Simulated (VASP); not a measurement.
## C: single point with PBE+D3(BJ)

C:

```
C
1.0
     2.65506    0.00000    0.00000
    -1.32753    2.29935    0.00000
     0.00000    0.00000    3.07431
C
2
Direct
  0.33333 0.66667 0.00000
  0.66667 0.33333 0.00000
```

This cell differs from its parent crystal: ratio of the length along z to the lengths across it x 0.8, volume and fractional coordinates fixed.

* Program: VASP 6.6.1
* Task: single point
* Functional: PBE
* Dispersion: D3(BJ)
* Potentials or basis: VASP PAW PBE potentials, release 64 (C)
* Cutoff: 520 eV
* k mesh: 30 × 30 × 18
* Occupations: gaussian, width 0.15 eV
* Spin: no spin polarisation

The pressure is -46.3 GPa and the band gap on the k mesh is zero (bands 4 and 5 overlap by 2.36 eV). The dispersion energy per atom is -0.158 eV.

Stress tensor (GPa, compression positive):
```
-74.88   0.00   0.00
  0.00 -74.88   0.00
  0.00   0.00  11.00
```

Levels at points of the mesh, in eV from the Fermi level:
```tsv
k point	band 1	band 2	band 3	band 4	band 5	band 6	band 7	band 8
(0.00, 0.00, 0.00)	-18.16	-4.50	-3.13	-3.13	6.02	6.81	6.81	7.51
(0.50, 0.00, 0.00)	-13.77	-12.17	-5.90	-0.65	2.95	4.94	11.33	11.66
(0.00, 0.00, 0.50)	-17.53	-7.70	-3.01	-3.01	7.08	7.08	8.22	8.46
(0.50, 0.00, 0.50)	-13.26	-11.73	-5.73	-3.17	0.27	5.67	12.31	15.98
```

It took 58 s on 1 thread of AMD EPYC 9R45 96-Core Processor (Zen 5), with other jobs on the host, peak memory 0.23 GiB.

Caveat: the cell stands under tension.
